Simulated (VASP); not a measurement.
# BAs: single point with PBE

The system is BAs.

```xyz
2
Lattice="2.1275 0.0000 0.0000 0.0000 3.1741 0.0000 0.0000 0.0000 4.9510" Properties=species:S:1:pos:R:3 pbc="T T T"
B     0.0000    1.5870    0.0000
As    1.0638    1.5870    2.4755
```

```json
{
 "Program": "VASP 6.6.1",
 "Task": "single point",
 "Functional": "PBE",
 "Potentials or basis": "VASP PAW PBE potentials, release 64 (B, As)",
 "Cutoff": "520 eV",
 "k mesh": "12 × 8 × 6",
 "Occupations": "gaussian, width 0.019 eV",
 "Spin": "no spin polarisation"
}
```

| Item | Value |
| --- | --- |
| Pressure | 6.0 GPa |
| Band gap on the k mesh | zero (bands 4 and 5 overlap by 4.04 eV) |

Stress tensor (GPa, compression positive):
```
30.47  0.00  0.00
 0.00 -6.14  0.00
 0.00  0.00 -6.30
```

Levels at points of the mesh, in eV from the Fermi level:
```csv
k point,band 1,band 2,band 3,band 4,band 5,band 6,band 7,band 8
"(0.00, 0.00, 0.00)",-15.56,-7.75,-6.56,-0.86,2.65,5.20,5.48,11.26
"(0.50, 0.00, 0.00)",-7.75,-7.02,-2.16,-0.59,1.37,1.45,5.56,5.97
"(0.00, 0.50, 0.00)",-14.42,-6.51,-6.46,-5.56,-1.54,3.68,5.99,11.51
"(0.50, 0.50, 0.00)",-6.97,-5.68,-1.38,0.50,0.72,2.01,2.14,2.50
"(0.00, 0.00, 0.50)",-15.39,-9.90,-0.95,-0.47,-0.43,1.70,5.67,8.52
"(0.50, 0.00, 0.50)",-7.64,-6.55,-3.92,-1.93,4.00,4.37,5.65,6.04
"(0.00, 0.50, 0.50)",-14.27,-8.63,-6.11,-2.99,0.06,0.34,7.86,9.97
"(0.50, 0.50, 0.50)",-6.90,-5.06,-3.20,-0.57,0.63,2.49,4.47,4.71
```

Run time: 52 s on 1 thread of Intel Xeon 8259CL, with other jobs on the host, peak memory 0.18 GiB.

Caveat: the stress differs along the axes, from -6 to 30 GPa; this functional lacks dispersion, which binds layers or chains, so the pressure and a relaxed spacing across them are unreliable.
